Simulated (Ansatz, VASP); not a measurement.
## BN: VASP beside Ansatz

```
CELL_PARAMETERS angstrom
2.57911 0.00000 0.00000
-1.28956 2.23358 0.00000
0.00000 0.00000 6.66120
ATOMIC_POSITIONS crystal
B 0.33333 0.66667 0.25000
B 0.66667 0.33333 0.75000
N 0.33333 0.66667 0.75000
N 0.66667 0.33333 0.25000
```

Change from the starting cell: equal xx and yy strain of +3 %, crystal datasets.

Alike in both runs: task electric field gradients; functional PBEsol; k mesh 11 × 11 × 4; occupations fermi-dirac, width 0.02 eV; no spin polarisation.

|  | VASP | Ansatz |
| --- | --- | --- |
| version | VASP 6.6.1 | Ansatz 0.2.0 |
| potentials or method | VASP PAW PBE potentials, release 64 (B, N), cutoff 520 eV | all-electron PAW with datasets made for the crystal, scalar-relativistic |

VASP gave:

- gap on the k mesh at the Fermi level (eV): 4.08
- pressure (GPa): -18.1
- traceless stress, the component that is largest in VASP (GPa): 18.59
- size of Vzz on the site where it differs most (V/Å²): 32.6

Problem. Which values does Ansatz return?

Solution. gap on the k mesh at the Fermi level (eV): 4.08; pressure (GPa): -18.3; traceless stress, the component that is largest in VASP (GPa): 18.99; size of Vzz on the site where it differs most (V/Å²): 27.1.

VASP's potentials were made for PBE, not for PBEsol. Ansatz ran all-electron here, and VASP with PAW potentials.
